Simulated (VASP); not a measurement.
Te2Mo, a slab with vacuum:

```
Te Mo
1.0
     3.56039    0.00000    0.00000
    -1.78020    3.08339    0.00000
     0.00000    0.00000   24.81126
Te Mo
4 2
Direct
  0.33333 0.66667 0.07937
  0.66667 0.33333 0.77636
  0.66667 0.33333 0.92063
  0.33333 0.66667 0.22364
  0.33333 0.66667 0.84846
  0.66667 0.33333 0.15154
```

Base run:

- Program: VASP 6.6.1
- Functional: PBEsol
- Potentials or basis: VASP PAW PBE potentials, release 64 (Te, Mo_sv)
- Cutoff: 520 eV
- k mesh: 5 × 5 × 1
- Occupations: fermi-dirac, width 0.05 eV
- Spin: no spin polarisation

Its results: band gap on the k mesh 1.25 eV, indirect (least direct gap 1.41 eV); largest force 0.141 eV/Å.

Q: The run is repeated on the same cell with these changes: k mesh from 5 × 5 × 1 to 3 × 3 × 1. What comes out?

A: Band gap on the k mesh 0.97 eV, direct; largest force 0.321 eV/Å.

Caveats: some runs use coarse meshes; the PAW data sets were made with another functional, which shifts forces and pressure a little; spin-orbit coupling is left out, which moves the levels of the heavy elements.

A k mesh can miss the band edges.
